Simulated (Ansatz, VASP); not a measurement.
**WS2 in VASP and in Ansatz**

INCAR

```
PREC = Accurate
ENCUT = 520
EDIFF = 1E-6
ISMEAR = 0
SIGMA = 0.05
LREAL = False
LASPH = True
NELM = 80
ALGO = Normal
ISIF = 2
LWAVE = False
LCHARG = False
GGA = CA
NBANDS = 35
```

The input KPOINTS:

```
Automatic mesh
0
Gamma
  12 12 4
```

POSCAR

```
WS2
1.0
    3.1265905160      0.0000000000      0.0000000000
   -1.5632952580      2.7077068141      0.0000000000
    0.0000000000      0.0000000000     12.1520250223
W S
2 4
Direct
    0.3333333333      0.6666666667      0.2500000000
    0.6666666667      0.3333333333      0.7500000000
    0.3333333333      0.6666666667      0.6077145164
    0.6666666667      0.3333333333      0.1077145164
    0.3333333333      0.6666666667      0.8922854836
    0.6666666667      0.3333333333      0.3922854836
```

Input for Ansatz:

```yaml
crystal:
  lattice:
    - [3.126590516, 0.0, 0.0]
    - [-1.563295258, 2.7077068141, 0.0]
    - [0.0, 0.0, 12.1520250223]
  atoms:
    - { symbol: W, position: [0.3333333333, 0.6666666667, 0.25] }
    - { symbol: W, position: [0.6666666667, 0.3333333333, 0.75] }
    - { symbol: S, position: [0.3333333333, 0.6666666667, 0.6077145164] }
    - { symbol: S, position: [0.6666666667, 0.3333333333, 0.1077145164] }
    - { symbol: S, position: [0.3333333333, 0.6666666667, 0.8922854836] }
    - { symbol: S, position: [0.6666666667, 0.3333333333, 0.3922854836] }
basis:
  ecutwfc: 420
kpoints:
  mp_grid: { grid: [12, 12, 4] }
hamiltonian:
  xc: lda
  pseudopotentials: { kind: paw, azcp: { folder: soft_1 } }
scf:
  occupations: { method: gaussian, width: 0.05 }
output:
  forces: true
  stress: true
  eigenvalues: true
```

Alike in both runs: task single point; functional LDA; k mesh 12 × 12 × 4; occupations gaussian, width 0.05 eV; no spin polarisation.

|  | VASP | Ansatz |
| --- | --- | --- |
| version | VASP 6.6.1 | Ansatz 0.2.0 |
| potentials or method | VASP PAW LDA potentials, release 64 (W_sv, S), cutoff 520 eV | scalar-relativistic, plane waves, PAW |
| valence electrons in the cell | 52 | 52 |

Ansatz gave:

```
gap on the k mesh at the Fermi level (eV)                     : 0.64
least direct gap on the mesh (eV)                             : 1.40
pressure (GPa)                                                : -15.3
traceless stress, the component that is largest in VASP (GPa) : -12.31
rms of the force components (eV/Å)                            : 1.346
```

**Question.** Which values does VASP return?

**Answer.** gap on the k mesh at the Fermi level (eV): 0.64; least direct gap on the mesh (eV): 1.40; pressure (GPa): -15.0; traceless stress, the component that is largest in VASP (GPa): -12.31; rms of the force components (eV/Å): 1.330.

Ansatz warns that its potentials were made for another functional, while VASP's fit it. LDA's correlation is that of Perdew and Zunger in VASP and of Perdew and Wang (1992) in Ansatz. Atom by atom the forces differ by 0.015 eV/Å (rms over components).

Neither program's run includes spin-orbit coupling.
